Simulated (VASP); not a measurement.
# C (P-1) in VASP: further runs, part 2 of 2

VASP 6.6.1. The steps go on from the part before.

**4. Single point, PBEsol+D3(BJ) (atoms displaced along a vibrational mode, the cell strained)**

INCAR

```
  ALGO = Normal
  EDIFF = 1E-7
  ENCUT = 520
  GGA = PS
  ISIF = 2
  ISMEAR = 0
  IVDW = 12
  LASPH = T
  LCHARG = F
  LREAL = F
  LWAVE = F
  NBANDS = 11
  NELM = 100
  PREC = Accurate
  SIGMA = 0.05
```

KPOINTS

```
k-points
0
Gamma
  15 15 15
```

POSCAR

```
C
1.0
    1.2393323470      0.7155288641      3.3108194777
   -1.2393323470      0.7155288641      3.3108194777
    0.0000000000     -1.4310577282      3.3108194777
C
2
Direct
    0.1584476895      0.1747193539      0.1665835217
    0.8415523105      0.8252806461      0.8334164783
```

Potentials or basis: VASP PAW PBE potentials, release 64 (C).

Launch:

```sh
$ cat potpaw_PBE.64/C/POTCAR > POTCAR
$ mpirun -np 1 vasp_std > vasp.out
```

OUTCAR:

```text
EDIFF = 1E-7
   ENCUT = 520
   GGA = PS
   ISIF = 2
   ISMEAR = 0
   IVDW = 12
   LASPH = T
   LREAL = F
   NELM = 100
   PREC = Accurate
 IVDW          = 12

 ion  position               nearest neighbor table
   1  0.158  0.175  0.167-   2 1.40   2 1.43   2 1.47
   2  0.842  0.825  0.833-   1 1.40   1 1.43   1 1.47

  LATTYP: Found a trigonal (rhomboedric) cell.
 ALAT       =     3.6068617711
 COS(alpha) =     0.7638725005

  Lattice vectors:

 A1 = (   1.2393323470,   0.7155288641,   3.3108194777)
 A2 = (  -1.2393323470,   0.7155288641,   3.3108194777)
 A3 = (   0.0000000000,  -1.4310577282,   3.3108194777)

Analysis of symmetry for initial positions (statically):
=====================================================================
 Subroutine PRICEL returns:
 Original cell was already a primitive cell.

 Routine SETGRP: Setting up the symmetry group for a
 trigonal (rhombohedral) supercell.

 Subroutine GETGRP returns: Found  2 space group operations
 (whereof  2 operations were pure point group operations)
 out of a pool of 12 trial point group operations.

The static configuration has the point symmetry S_2 .

Analysis of symmetry for dynamics (positions and initial velocities):
=====================================================================
 Subroutine PRICEL returns:
 Original cell was already a primitive cell.

 Routine SETGRP: Setting up the symmetry group for a
 trigonal (rhombohedral) supercell.

 Subroutine GETGRP returns: Found  2 space group operations
 (whereof  2 operations were pure point group operations)
 out of a pool of 12 trial point group operations.

The dynamic configuration has the point symmetry S_2 .

 Subroutine INISYM returns: Found  2 space group operations
 (whereof  2 operations are pure point group operations),
 and found     1 'primitive' translations

----------------------------------------------------------------------------------------

                                     Primitive cell

  volume of cell :      17.6158

  direct lattice vectors                    reciprocal lattice vectors
     1.239332347  0.715528864  3.310819478     0.403443032  0.232927943  0.100680009
    -1.239332347  0.715528864  3.310819478    -0.403443032  0.232927943  0.100680009
     0.000000000 -1.431057728  3.310819478     0.000000000 -0.465855887  0.100680009

  length of vectors
     3.606861771  3.606861771  3.606861771     0.476611132  0.476611132  0.476611132

  position of ions in fractional coordinates (direct lattice)
     0.158447690  0.174719354  0.166583522
     0.841552310  0.825280646  0.833416478

  ion indices of the primitive-cell ions
   primitive index   ion index
                 1           1
                 2           2

----------------------------------------------------------------------------------------

 KPOINTS: k-points

Automatic generation of k-mesh.
 Grid dimensions read from file:
 generate k-points for:   15   15   15

 Generating k-lattice:

  Cartesian coordinates                     Fractional coordinates (reciprocal lattice)
     0.026896202  0.015528530  0.006712001     0.066666667  0.000000000  0.000000000
    -0.026896202  0.015528530  0.006712001     0.000000000  0.066666667  0.000000000
     0.000000000 -0.031057059  0.006712001     0.000000000  0.000000000  0.066666667

  Length of vectors
[... 38 lines left out ...]
   number of dos      NEDOS =    301   number of ions     NIONS =      2
   total plane-waves  NPLWV =  21952
   dimension x,y,z NGX =    28 NGY =   28 NGZ =   28
   dimension x,y,z NGXF=    56 NGYF=   56 NGZF=   56
   ions per type =               2
   NGX,Y,Z   is equivalent  to a cutoff of  12.91, 12.91, 12.91 a.u.
   NGXF,Y,Z  is equivalent  to a cutoff of  25.81, 25.81, 25.81 a.u.
 SYSTEM =  unknown system
   PREC   = accura    normal or accurate (medium, high low for compatibility)
   ISTART =      0    job   : 0-new  1-cont  2-samecut
   ICHARG =      2    charge: 1-file 2-atom 10-const
   ISPIN  =      1    spin polarized calculation?
   LNONCOLLINEAR =      F non collinear calculations
   LSORBIT =      F    spin-orbit coupling
   LASPH  =      T    aspherical Exc in radial PAW
   ENCUT  =  520.0 eV  38.22 Ry    6.18 a.u.   6.71  6.71  6.71*2*pi/ulx,y,z
   NELM   =    100;   NELMIN=  2; NELMDL= -5     # of ELM steps
   EDIFF  = 0.1E-06   stopping-criterion for ELM
   LREAL  =      F    real-space projection
   EDIFFG = 0.1E-05   stopping-criterion for IOM
   NSW    =      0    number of steps for IOM
   IBRION =     -1    ionic relax: 0-MD 1-quasi-New 2-CG
   NFREE  =      0    steps in history (QN), initial steepest desc. (CG)
   ISIF   =      2    stress and relaxation
   ISYM   =      2    0-nonsym 1-usesym 2-fastsym
   POTIM  = 0.5000    time-step for ionic-motion
   TEBEG  =    0.0;   TEEND  =   0.0 temperature during run
   PSTRESS=    0.0 pullay stress
   NELECT =       8.0000    total number of electrons
   NUPDOWN=      -1.0000    fix difference up-down
   EMIN   =  10.00;   EMAX   =-10.00  energy-range for DOS
   EFERMI =   0.00;   METHOD = LEGACY
   ISMEAR =     0;   SIGMA  =   0.05  broadening in eV -4-tet -1-fermi 0-gaus
   EFERMI_NEDOS =   21; number of points for ismear=-14 and -15
   IALGO  =     38    algorithm
   IMIX   =      4    mixing-type and parameters
     AMIX     =   0.40;   BMIX     =  1.00
     AMIX_MAG =   1.60;   BMIX_MAG =  1.00
  volume/ion in A,a.u.               =       8.81        59.44
  Fermi-wavevector in a.u.,A,eV,Ry     =   1.258358  2.377952 21.544352  1.583465
  Thomas-Fermi vector in A             =   2.391972
   LORBIT       =      0    0 simple, 1 ext, 2 COOP (PROOUT), +10 PAW based schemes
   GGA     = PS    functional components
   LHFCALC =     F    Hartree Fock is set to
   AEXX    =    0.0000 exact exchange contribution
   IVDW    =    12    specifies the selected vdW correction
   LEPSILON=     F    determine dielectric tensor
   LRPA    =     F    only Hartree local field effects (RPA)
 non-spin polarized calculation
 Gauss-broadening in eV      SIGMA  =   0.05
  energy-cutoff  :      520.00
  volume of cell :       17.62
 maximum number of plane-waves:       486
   NGX = 13   NGY = 13   NGZ = 13

 number of electron       8.0000000 magnetization

 Free energy of the ion-electron system (eV)
  ---------------------------------------------------
  ext. energy  EPLUGINS =         0.00000000
  ---------------------------------------------------
  free energy    TOTEN  =       -19.23362746 eV

  energy without entropy =      -19.23362706  energy(sigma->0) =      -19.23362726

 E-fermi :   4.5929     XC(G=0): -10.6052

 val. band max:        4.4875401772   @ k =   0.4000   0.0667  -0.2667
 cond. band min:       4.6981668107   @ k =   0.4000   0.0667  -0.2667
 fundamental gap:      0.2106266335
 Fermi energy:         4.5928557704

 k-point     1 :       0.0000    0.0000    0.0000
  band No.  band energies     occupation
      1     -14.8877      2.00000
      2      -1.7508      2.00000
      3       1.0637      2.00000
      4       2.2610      2.00000
      5       8.8431      0.00000
      6      12.0826      0.00000
      7      13.6384      0.00000
      8      15.7989      0.00000
      9      17.0377      0.00000
     10      26.8469      0.00000
     11      30.3189      0.00000
[... 309 lines left out ...]
 k-point    24 :      -0.0667    0.0000   -0.0667
  band No.  band energies     occupation
      1     -14.7768      2.00000
      2      -1.6832      2.00000
      3       0.6962      2.00000
      4       1.9903      2.00000
      5       9.0734      0.00000
      6      12.5043      0.00000
      7      13.6672      0.00000
      8      15.4125      0.00000
      9      17.2626      0.00000
     10      27.1890      0.00000
     11      29.3213      0.00000

 [... further k-points ...]

------------------------ aborting loop because EDIFF is reached ----------------------------------------

 Edisp (eV)   -0.22277

 E8    (eV) :    -0.1083

  FORCE on cell =-STRESS in cart. coord.  units (eV):
  Direction    XX          YY          ZZ          XY          YZ          ZX
  --------------------------------------------------------------------------------------
  -------------------------------------------------------------------------------------
  Total      -0.91632    -0.95882    -0.03246    -0.44279    -0.00062    -0.00205
  in kB     -83.34071   -87.20622    -2.95252   -40.27238    -0.05682    -0.18672
  external pressure =      -57.83 kB  Pullay stress =        0.00 kB

 VOLUME and BASIS-vectors are now :
 -----------------------------------------------------------------------------
  energy-cutoff  :      520.00
  volume of cell :       17.62
      direct lattice vectors                 reciprocal lattice vectors
     1.239332347  0.715528864  3.310819478     0.403443032  0.232927943  0.100680009
    -1.239332347  0.715528864  3.310819478    -0.403443032  0.232927943  0.100680009
     0.000000000 -1.431057728  3.310819478     0.000000000 -0.465855887  0.100680009

 POSITION                                       TOTAL-FORCE (eV/Angst)
 -----------------------------------------------------------------------------------
     -0.02017      0.00000      1.65458         2.101987     -0.102872      0.003376
      0.02017     -0.00000      8.27787        -2.101987      0.102872     -0.003376
 -----------------------------------------------------------------------------------
    total drift:                                0.000000      0.000000     -0.000000

  FREE ENERGIE OF THE ION-ELECTRON SYSTEM (eV)
  ---------------------------------------------------
  free  energy   TOTEN  =       -19.4563942931 eV

  energy  without entropy=      -19.4563938967  energy(sigma->0) =      -19.45639409
```

OSZICAR:

```text
N       E                     dE             d eps       ncg     rms          rms(c)
DAV:   1     0.512443526143E+01    0.51244E+01   -0.45128E+03 38187   0.662E+02
DAV:   2    -0.197434034901E+02   -0.24868E+02   -0.23639E+02 48739   0.130E+02
DAV:   3    -0.203373525907E+02   -0.59395E+00   -0.59266E+00 46481   0.169E+01
DAV:   4    -0.203395009013E+02   -0.21483E-02   -0.21481E-02 42781   0.125E+00
DAV:   5    -0.203395087811E+02   -0.78798E-05   -0.78794E-05 47200   0.704E-02    0.624E+00
DAV:   6    -0.194980704914E+02    0.84144E+00   -0.72525E-01 43819   0.488E+00    0.360E+00
DAV:   7    -0.192322861437E+02    0.26578E+00   -0.78904E-01 45023   0.514E+00    0.932E-01
DAV:   8    -0.192337945035E+02   -0.15084E-02   -0.17201E-02 41740   0.850E-01    0.117E-01
DAV:   9    -0.192335868185E+02    0.20768E-03   -0.53451E-04 44866   0.143E-01    0.505E-02
DAV:  10    -0.192336273009E+02   -0.40482E-04   -0.75835E-05 42860   0.608E-02    0.217E-02
DAV:  11    -0.192336273093E+02   -0.83174E-08   -0.39959E-06 45157   0.120E-02    0.396E-03
DAV:  12    -0.192336274895E+02   -0.18027E-06   -0.27006E-07 42727   0.387E-03    0.154E-03
DAV:  13    -0.192336274613E+02    0.28225E-07   -0.45541E-08 42753   0.139E-03
   1 F= -.19456394E+02 E0= -.19456394E+02  d E =-.396387E-06
```

stdout:

```text
POSCAR found type information on POSCAR C
 POSCAR found :  1 types and       2 ions
 scaLAPACK will be used
 -----------------------------------------------------------------------------
|                                                                             |
|                                                                             |
|     You enforced a specific xc type in the INCAR file but a different       |
|     I HOPE YOU KNOW WHAT YOU ARE DOING!                                     |
|                                                                             |
 -----------------------------------------------------------------------------

 LDA part: xc-table for (Slater+PW92), standard interpolation
 POSCAR, INCAR and KPOINTS ok, starting setup
 FFT: planning ... GRIDC
 FFT: planning ... GRID_SOFT
 FFT: planning ... GRID
 WAVECAR not read
 entering main loop
```

Run time: 14 min. Hardware: 1 thread of Intel Xeon 8259CL, shared host; peak memory 0.39 GiB.

What came out:

- Free energy: -19.4564 eV
- Pressure: -5.8 GPa
- Largest force: 2.105 eV/Å
- Dispersion energy per atom: -0.111 eV

Forces in eV/Å, atoms in the order of the input:
```
C    2.102 -0.103  0.003
C   -2.102  0.103 -0.003
```

Caveat: the cell differs from its parent crystal (atoms displaced along a vibrational mode, the cell strained); the stress differs along the axes, from -9 to -0 GPa; the PAW data sets were made with another functional, which shifts forces and pressure a little.

**5. Single point, PBEsol+D3(BJ) (atoms displaced along a vibrational mode, the cell strained)**

INCAR

```
ALGO = Normal ; EDIFF = 1E-6
ENCUT = 520 ; GGA = PS
ISIF = 2 ; ISMEAR = 0
IVDW = 12 ; LASPH = T
LCHARG = F ; LREAL = F
LWAVE = F ; NBANDS = 11
NELM = 80 ; PREC = Accurate
SIGMA = 0.05
```

KPOINTS is that of step 4.

POSCAR

```
C
1.0
    1.2393323470      0.7155288641      3.3108194777
   -1.2393323470      0.7155288641      3.3108194777
    0.0000000000     -1.4310577282      3.3108194777
C
2
Direct
    0.1503118573      0.1828551861      0.1665835217
    0.8496881427      0.8171448139      0.8334164783
```

Launch:

```sh
$ cat potpaw_PBE.64/C/POTCAR > POTCAR
$ mpirun -np 1 vasp_std > vasp.out
```

Wall time 13 min (1 thread of Intel Xeon 8259CL, shared host); peak memory 0.38 GiB.

Results (log left out):

| Property | Result |
| --- | --- |
| Free energy | -19.3298 eV |
| Pressure | -3.6 GPa |
| Largest force | 4.205 eV/Å |
| Dispersion energy per atom | -0.111 eV |

Forces in eV/Å, atoms in the order of the input:
```
C    4.185 -0.408  0.008
C   -4.185  0.408 -0.008
```

Stress tensor (GPa, compression positive):
```
-4.62 -8.10 -0.05
-8.10 -6.10 -0.03
-0.05 -0.03 -0.19
```

Caveat: the cell differs from its parent crystal (atoms displaced along a vibrational mode, the cell strained); the stress differs along the axes, from -6 to -0 GPa; the PAW data sets were made with another functional, which shifts forces and pressure a little.

**6. Overview**

| cell | pressure (GPa) | largest force (eV/Å) |
| --- | --- | --- |
| a = 3.577 Å, angles 40.2°, 2 atoms, atomic positions A | 3.7 | 4.44 |
| a = 3.607 Å, angles 40.2°, 2 atoms, atomic positions B | -0.1 | 6.34 |
| a = 3.607 Å, angles 40.2°, 2 atoms, atomic positions C | -5.8 | 2.10 |
| a = 3.607 Å, angles 40.2°, 2 atoms, atomic positions A | -3.6 | 4.20 |

Alike in all rows: task single point; level PBEsol+D3(BJ); potentials or basis VASP PAW PBE potentials, release 64 (C); no spin polarisation; k mesh 15 × 15 × 15; cutoff (eV) 520; smearing gaussian 0.05 eV.

Caveats: the PAW data sets were made with another functional, which shifts forces and pressure a little; the stress differs along the axes, from 0 to 6 GPa (at least some runs); the stress differs along the axes, from -9 to -0 GPa (at least some runs); the stress differs along the axes, from -6 to -0 GPa (at least some runs).

Total energies depend on the potentials used, so only differences within one code and one set of settings carry meaning.
